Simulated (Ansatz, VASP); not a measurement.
## SnSe2 in VASP and in Ansatz

```
Sn Se
1.0
     3.81100    0.00000    0.00000
    -1.90550    3.30042    0.00000
     0.00000    0.00000    6.13700
Sn Se
1 2
Direct
  0.00000 0.00000 0.00000
  0.42113 0.73094 0.25000
  0.66667 0.33333 0.75000
```

Alike in both runs: task single point; functional PBE; k mesh 12 × 12 × 6; occupations gaussian, width 0.05 eV; no spin polarisation.

|  | VASP | Ansatz |
| --- | --- | --- |
| version | VASP 6.6.1 | Ansatz 0.2.0 |
| potentials or method | VASP PAW PBE potentials, release 64 (Sn_d, Se), cutoff 520 eV | scalar-relativistic, plane waves, PAW |
| valence electrons in the cell | 26 | 46 |

Ansatz gave:

* gap on the k mesh at the Fermi level (eV): 0.50
* least direct gap on the mesh (eV): 0.99
* pressure (GPa): 6.7
* traceless stress, the component that is largest in VASP (GPa): -3.96
* rms of the force components (eV/Å): 0.895

**Question.** Which values does VASP return?

**Answer.** gap on the k mesh at the Fermi level (eV): 0.50; least direct gap on the mesh (eV): 0.98; pressure (GPa): 6.8; traceless stress, the component that is largest in VASP (GPa): -3.96; rms of the force components (eV/Å): 0.900.

Atom by atom the forces differ by 0.008 eV/Å (rms over components). VASP's potentials hold 26 valence electrons a cell and Ansatz's 46, so a difference there can come from the potentials and not from the codes.
